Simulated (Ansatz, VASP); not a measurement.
Two plane-wave programs on CaO

```
Ca O
1.0
     0.00000    2.61379    2.61379
     2.61379    0.00000    2.61379
     2.61379    2.61379    0.00000
Ca O
1 1
Direct
  0.00000 0.00000 0.00000
  0.25000 0.25000 0.25000
```

Alike in both runs: task single point; functional PBE; k mesh 6 × 6 × 6; occupations gaussian, width 0.05 eV; no spin polarisation.

```csv
,VASP,Ansatz
version,VASP 6.6.1,Ansatz 0.2.0
potentials or method,"VASP PAW PBE potentials, release 64 (Ca_sv, O), cutoff 520 eV","scalar-relativistic, plane waves, PAW"
valence electrons in the cell,16,16
```

|  | VASP | Ansatz | Ansatz less VASP |
| --- | --- | --- | --- |
| gap on the k mesh at the Fermi level (eV) | 3.30 | 3.31 | +0.007 |
| least direct gap on the mesh (eV) | 3.91 | 3.91 | +0.002 |
| pressure (GPa) | 1.2 | 0.7 | -0.46 |
